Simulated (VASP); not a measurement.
Runs of VASP 6.6.1 on As. The structure is that of space group R-3m (No. 166), or close to it. The cells are those of the table. 

| task | potentials or basis | cell | k mesh | cutoff (eV) | second run | gap on the mesh (eV) | pressure (GPa) | largest force (eV/Å) |
| --- | --- | --- | --- | --- | --- | --- | --- | --- |
| single point | VASP PAW LDA potentials, release 64 (As) | a = 3.974 Å, angles 56.5°, 2 atoms | 15 × 15 × 15 | 520 | - | none | 0.4 | 0.06 |
| relaxation of cell and atoms | VASP PAW LDA potentials, release 64 (As) | relaxed from a = 4.106 Å, angles 54.5°, 2 atoms | 15 × 15 × 15 | 600 | - | none | 0.0 | - |
| single point | VASP PAW LDA potentials, release 64 (As_d) | a = 4.106 Å, angles 54.5°, 2 atoms | 6 × 6 × 6 | 600 | valence_matched | none | -1.4 | (b) |
| single point | VASP PAW LDA potentials, release 64 (As) | a = 4.106 Å, angles 54.5°, 2 atoms | 6 × 6 × 6 | 520 | - | none | -1.2 | (a) |

Alike in all rows: level LDA; no spin polarisation; smearing gaussian 0.1 eV.

**Question.** Fill in the values left out.

**Answer.** (a) 0.02; (b) 0.01.

A k mesh can miss the band edges, and the runs leave out spin-orbit coupling on As.

A gap of «none» marks levels without a gap at the run's occupations.

The runs don't all hold the same shells in valence.
